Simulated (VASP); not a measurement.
# RbBr in VASP: a series of runs

RbBr is run at these levels: PBE; tasks: single point.

All numbers are computed with VASP 6.6.1; they aren't measurements. Logs are shortened: lines on timing, memory, paths and dates and some standing lists are left out, and cuts for length are marked.

## 1. The cell of the first run

Symmetry: Fm-3m, No. 225, cubic system. Conventional cell: a = 6.749 Å, b = 6.749 Å, c = 6.749 Å, α = 90.00°, β = 90.00°, γ = 90.00°. Rb (site symmetry m-3m) has 6 Br at 3.37 Å within 4.4 Å. Within 4.4 Å of Br (site symmetry m-3m) lie 6 Rb at 3.37 Å.

## 2. Single point, PBE (strain -2.5%)

INCAR

```
SYSTEM = RbBr
PREC = Accurate ; ENCUT = 520
EDIFF = 1E-6 ; ISMEAR = 0
SIGMA = 0.01 ; LREAL = .False.
LASPH = .True. ; NELM = 60
ALGO = Normal ; ISIF = 2
LWAVE = .False. ; LCHARG = .True.
GGA = PE ; LELF = .True.
LVHAR = .True. ; NBANDS = 15
```

KPOINTS

```
regular mesh
0
Gamma
  4 4 4
  0 0 0
```

POSCAR

```
RbBr
1.0
    0.0000000000      3.3743054546      3.3743054546
    3.3743054546      0.0000000000      3.3743054546
    3.3743054546      3.3743054546      0.0000000000
Rb Br
1 1
Direct
    0.0000000000      0.0000000000      0.0000000000
    0.5000000000      0.5000000000      0.5000000000
```

Potentials or basis: VASP PAW PBE potentials, release 64 (Rb_sv, Br).

Command:

```console
> cat potpaw_PBE.64/Rb_sv/POTCAR potpaw_PBE.64/Br/POTCAR > POTCAR
> mpirun -np 1 vasp_std > vasp.out
```

OUTCAR:

```text
SYSTEM = RbBr
   PREC = Accurate
   ENCUT = 520
   EDIFF = 1E-6
   ISMEAR = 0
   LREAL = .False.
   LASPH = .True.
   NELM = 60
   ISIF = 2
   GGA = PE

 ion  position               nearest neighbor table
   1  0.000  0.000  0.000-   2 3.37   2 3.37   2 3.37   2 3.37   2 3.37   2 3.37
   2  0.500  0.500  0.500-   1 3.37   1 3.37   1 3.37   1 3.37   1 3.37   1 3.37

  LATTYP: Found a face centered cubic cell.
 ALAT       =     6.7486109092

  Lattice vectors:

 A1 = (   0.0000000000,   3.3743054546,   3.3743054546)
 A2 = (   3.3743054546,   0.0000000000,   3.3743054546)
 A3 = (   3.3743054546,   3.3743054546,   0.0000000000)

Analysis of symmetry for initial positions (statically):
=====================================================================
 Subroutine PRICEL returns:
 Original cell was already a primitive cell.

 Routine SETGRP: Setting up the symmetry group for a
 face centered cubic supercell.

 Subroutine GETGRP returns: Found 48 space group operations
 (whereof 48 operations were pure point group operations)
 out of a pool of 48 trial point group operations.

The static configuration has the point symmetry O_h .

Analysis of symmetry for dynamics (positions and initial velocities):
=====================================================================
 Subroutine PRICEL returns:
 Original cell was already a primitive cell.

 Routine SETGRP: Setting up the symmetry group for a
 face centered cubic supercell.

 Subroutine GETGRP returns: Found 48 space group operations
 (whereof 48 operations were pure point group operations)
 out of a pool of 48 trial point group operations.

The dynamic configuration has the point symmetry O_h .

 Subroutine INISYM returns: Found 48 space group operations
 (whereof 48 operations are pure point group operations),
 and found     1 'primitive' translations

----------------------------------------------------------------------------------------

                                     Primitive cell

  volume of cell :      76.8393

  direct lattice vectors                    reciprocal lattice vectors
     0.000000000  3.374305455  3.374305455    -0.148178642  0.148178642  0.148178642
     3.374305455  0.000000000  3.374305455     0.148178642 -0.148178642  0.148178642
     3.374305455  3.374305455  0.000000000     0.148178642  0.148178642 -0.148178642

  length of vectors
     4.771988537  4.771988537  4.771988537     0.256652937  0.256652937  0.256652937

  position of ions in fractional coordinates (direct lattice)
     0.000000000  0.000000000  0.000000000
     0.500000000  0.500000000  0.500000000

  ion indices of the primitive-cell ions
   primitive index   ion index
                 1           1
                 2           2

----------------------------------------------------------------------------------------

 KPOINTS: regular mesh

Automatic generation of k-mesh.
 Grid dimensions read from file:
 generate k-points for:    4    4    4

 Generating k-lattice:

  Cartesian coordinates                     Fractional coordinates (reciprocal lattice)
    -0.037044661  0.037044661  0.037044661     0.250000000  0.000000000  0.000000000
     0.037044661 -0.037044661  0.037044661     0.000000000  0.250000000  0.000000000
     0.037044661  0.037044661 -0.037044661     0.000000000  0.000000000  0.250000000

  Length of vectors
     0.064163234  0.064163234  0.064163234

  Shift w.r.t. Gamma in fractional coordinates (k-lattice)
     0.000000000  0.000000000  0.000000000

 Subroutine IBZKPT returns following result:
 ===========================================

 Found      8 irreducible k-points:

 Following reciprocal coordinates:
            Coordinates               Weight
  0.000000  0.000000  0.000000      1.000000
  0.250000  0.000000  0.000000      8.000000
  0.500000  0.000000  0.000000      4.000000
  0.250000  0.250000  0.000000      6.000000
  0.500000  0.250000  0.000000     24.000000
 -0.250000  0.250000  0.000000     12.000000
  0.500000  0.500000  0.000000      3.000000
 -0.250000  0.500000  0.250000      6.000000
   k-points           NKPTS =      8   k-points in BZ     NKDIM =      8   number of bands    NBANDS=     15
   number of dos      NEDOS =    301   number of ions     NIONS =      2
   total plane-waves  NPLWV =  46656
   dimension x,y,z NGX =    36 NGY =   36 NGZ =   36
   dimension x,y,z NGXF=    72 NGYF=   72 NGZF=   72
   ions per type =               1   1
   NGX,Y,Z   is equivalent  to a cutoff of  12.54, 12.54, 12.54 a.u.
   NGXF,Y,Z  is equivalent  to a cutoff of  25.08, 25.08, 25.08 a.u.
 SYSTEM =  RbBr
   PREC   = accura    normal or accurate (medium, high low for compatibility)
   ISTART =      0    job   : 0-new  1-cont  2-samecut
   ICHARG =      2    charge: 1-file 2-atom 10-const
   ISPIN  =      1    spin polarized calculation?
   LNONCOLLINEAR =      F non collinear calculations
   LSORBIT =      F    spin-orbit coupling
   LASPH  =      T    aspherical Exc in radial PAW
   ENCUT  =  520.0 eV  38.22 Ry    6.18 a.u.   8.87  8.87  8.87*2*pi/ulx,y,z
   NELM   =     60;   NELMIN=  2; NELMDL= -5     # of ELM steps
   EDIFF  = 0.1E-05   stopping-criterion for ELM
   LREAL  =      F    real-space projection
   EDIFFG = 0.1E-04   stopping-criterion for IOM
   NSW    =      0    number of steps for IOM
   IBRION =     -1    ionic relax: 0-MD 1-quasi-New 2-CG
   NFREE  =      0    steps in history (QN), initial steepest desc. (CG)
   ISIF   =      2    stress and relaxation
   ISYM   =      2    0-nonsym 1-usesym 2-fastsym
   POTIM  = 0.5000    time-step for ionic-motion
   TEBEG  =    0.0;   TEEND  =   0.0 temperature during run
   PSTRESS=    0.0 pullay stress
   NELECT =      16.0000    total number of electrons
   NUPDOWN=      -1.0000    fix difference up-down
   EMIN   =  10.00;   EMAX   =-10.00  energy-range for DOS
   EFERMI =   0.00;   METHOD = LEGACY
   ISMEAR =     0;   SIGMA  =   0.01  broadening in eV -4-tet -1-fermi 0-gaus
   EFERMI_NEDOS =   21; number of points for ismear=-14 and -15
   IALGO  =     38    algorithm
   IMIX   =      4    mixing-type and parameters
     AMIX     =   0.40;   BMIX     =  1.00
     AMIX_MAG =   1.60;   BMIX_MAG =  1.00
  volume/ion in A,a.u.               =      38.42       259.27
  Fermi-wavevector in a.u.,A,eV,Ry     =   0.970332  1.833662 12.810491  0.941545
  Thomas-Fermi vector in A             =   2.100459
   LORBIT       =      0    0 simple, 1 ext, 2 COOP (PROOUT), +10 PAW based schemes
   GGA     = PE    functional components
   LHFCALC =     F    Hartree Fock is set to
   AEXX    =    0.0000 exact exchange contribution
   IVDW    =     0    specifies the selected vdW correction
   LEPSILON=     F    determine dielectric tensor
   LRPA    =     F    only Hartree local field effects (RPA)
 non-spin polarized calculation
 Gauss-broadening in eV      SIGMA  =   0.01
  energy-cutoff  :      520.00
  volume of cell :       76.84
 maximum number of plane-waves:      2120
   NGX = 17   NGY = 17   NGZ = 17

 number of electron      16.0000003 magnetization

 Free energy of the ion-electron system (eV)
  ---------------------------------------------------
  ext. energy  EPLUGINS =         0.00000000
  ---------------------------------------------------
  free energy    TOTEN  =        -6.06401779 eV

  energy without entropy =       -6.06401779  energy(sigma->0) =       -6.06401779

 E-fermi :  -1.4964     XC(G=0):  -7.4196

 val. band max:       -1.5682045550   @ k =   0.0000   0.0000   0.0000
 cond. band min:       2.9150269601   @ k =   0.0000   0.0000   0.0000
 fundamental gap:      4.4832315152
 Fermi energy:        -1.4963779729

 k-point     1 :       0.0000    0.0000    0.0000
  band No.  band energies     occupation
      1     -25.8900      2.00000
      2     -13.7981      2.00000
      3      -9.9708      2.00000
      4      -9.9708      2.00000
      5      -9.9708      2.00000
      6      -1.5682      2.00000
      7      -1.5682      2.00000
      8      -1.5682      2.00000
      9       2.9150      0.00000
     10       5.7185      0.00000
     11       5.7185      0.00000
     12       5.7185      0.00000
     13       6.6402      0.00000
     14       6.6402      0.00000
     15       9.5302      0.00000

 k-point     2 :       0.2500    0.0000    0.0000
  band No.  band energies     occupation
      1     -25.8839      2.00000
      2     -13.8260      2.00000
      3      -9.9748      2.00000
      4      -9.9748      2.00000
      5      -9.9390      2.00000
      6      -2.1775      2.00000
      7      -1.7779      2.00000
      8      -1.7779      2.00000
      9       4.2341      0.00000
     10       5.6189      0.00000
     11       6.4759      0.00000
     12       6.4759      0.00000
     13       7.5806      0.00000
     14       7.5806      0.00000
     15      11.0980      0.00000

 k-point     3 :       0.5000    0.0000    0.0000
  band No.  band energies     occupation
      1     -25.8778      2.00000
      2     -13.8535      2.00000
      3      -9.9787      2.00000
      4      -9.9787      2.00000
      5      -9.9074      2.00000
      6      -2.6405      2.00000
      7      -1.9688      2.00000
      8      -1.9688      2.00000
      9       5.3645      0.00000
     10       6.3098      0.00000
     11       8.0590      0.00000
     12       8.0590      0.00000
     13       8.7470      0.00000
     14       8.7470      0.00000
     15       9.6646      0.00000
[... 55 lines left out ...]
 k-point     7 :       0.5000    0.5000    0.0000
  band No.  band energies     occupation
      1     -25.8744      2.00000
      2     -13.7387      2.00000
      3     -10.1903      2.00000
      4     -10.0573      2.00000
      5     -10.0573      2.00000
      6      -2.0516      2.00000
      7      -1.7287      2.00000
      8      -1.7287      2.00000
      9       3.9873      0.00000
     10       5.7439      0.00000
     11       7.7208      0.00000
     12       7.8800      0.00000
     13       8.0583      0.00000
     14       9.4458      0.00000
     15       9.4458      0.00000

 k-point     8 :      -0.2500    0.5000    0.2500
  band No.  band energies     occupation
      1     -25.8742      2.00000
      2     -13.7721      2.00000
      3     -10.1238      2.00000
      4     -10.1238      2.00000
      5      -9.9456      2.00000
      6      -2.1109      2.00000
      7      -1.9269      2.00000
      8      -1.9269      2.00000
      9       5.5579      0.00000
     10       5.5579      0.00000
     11       6.8869      0.00000
     12       7.2411      0.00000
     13       9.4925      0.00000
     14       9.6410      0.00000
     15       9.6676      0.00000

------------------------ aborting loop because EDIFF is reached ----------------------------------------

  FORCE on cell =-STRESS in cart. coord.  units (eV):
  Direction    XX          YY          ZZ          XY          YZ          ZX
  --------------------------------------------------------------------------------------
  -------------------------------------------------------------------------------------
  Total        0.9106257      0.9106257      0.9106257      0.0000000      0.0000000     -0.0000000
  in kB       18.9874795     18.9874795     18.9874795      0.0000000      0.0000000     -0.0000000
  external PRESSURE =      18.9874795 kB  Pullay stress =       0.0000000 kB

 VOLUME and BASIS-vectors are now :
 -----------------------------------------------------------------------------
  energy-cutoff  :      520.00
  volume of cell :       76.84
      direct lattice vectors                 reciprocal lattice vectors
     0.000000000  3.374305455  3.374305455    -0.148178642  0.148178642  0.148178642
     3.374305455  0.000000000  3.374305455     0.148178642 -0.148178642  0.148178642
     3.374305455  3.374305455  0.000000000     0.148178642  0.148178642 -0.148178642

 POSITION                                       TOTAL-FORCE (eV/Angst)
 -----------------------------------------------------------------------------------
      0.00000      0.00000      0.00000        -0.000000      0.000000      0.000000
      3.37431      3.37431      3.37431         0.000000     -0.000000     -0.000000
 -----------------------------------------------------------------------------------
    total drift:                                0.000000      0.000000      0.000000

  FREE ENERGIE OF THE ION-ELECTRON SYSTEM (eV)
  ---------------------------------------------------
  free  energy   TOTEN  =        -6.0640177877 eV

  energy  without entropy=       -6.0640177877  energy(sigma->0) =       -6.06401779
```

Run time: 23 s. Hardware: 1 thread of AMD EPYC 7R13, shared host; peak memory 0.17 GiB.

What came out:

- Free energy: -6.0640 eV
- Pressure: 1.9 GPa
- Band gap on the k mesh: 4.48 eV

Levels at points of the mesh, in eV from the valence-band top:
| k point | band 5 | band 6 | band 7 | band 8 | band 9 | band 10 | band 11 | band 12 |
| --- | --- | --- | --- | --- | --- | --- | --- | --- |
| (0.00, 0.00, 0.00) | -8.40 | 0.00 | 0.00 | 0.00 | 4.48 | 7.29 | 7.29 | 7.29 |
| (0.50, 0.00, 0.00) | -8.34 | -1.07 | -0.40 | -0.40 | 6.93 | 7.88 | 9.63 | 9.63 |
| (0.50, 0.50, 0.00) | -8.49 | -0.48 | -0.16 | -0.16 | 5.56 | 7.31 | 9.29 | 9.45 |

Caveat: the cell differs from its parent crystal (strain -2.5%).

(Continued in part 2 of 2.)
